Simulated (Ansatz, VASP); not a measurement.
## One calculation of Si4Mo3, two programs

```
Mo Si
1.0
     0.00000    0.00000    3.54653
     3.58738    0.00000    0.00000
     1.79369    7.82111   -1.77327
Mo Si
3 4
Direct
  0.18610 0.81390 0.37220
  0.81390 0.18610 0.62780
  0.50000 0.00000 0.00000
  0.36070 0.63930 0.72140
  0.63930 0.36070 0.27860
  0.93510 0.56490 0.87020
  0.06490 0.43510 0.12980
```

Alike in both runs: task single point; functional r2SCAN; k mesh 7 × 7 × 7; no spin polarisation.

|  | VASP | Ansatz |
| --- | --- | --- |
| version | VASP 6.6.1 | Ansatz 0.2.0 |
| potentials or method | VASP PAW PBE potentials, release 64 (Mo_sv, Si), cutoff 520 eV | PAW plane waves |
| occupations | fermi-dirac, width 0.1 eV | fermi-dirac |
| valence electrons in the cell | 58 | 58 |

|  | VASP | Ansatz | Ansatz less VASP |
| --- | --- | --- | --- |
| pressure (GPa) | 7.2 | 7.0 | -0.19 |
| rms of the force components (eV/Å) | 1.587 | 1.599 | +0.0116 |

VASP's potentials were made for PBE, not for r2SCAN. Ansatz's warnings: structure snapped to symmetry.
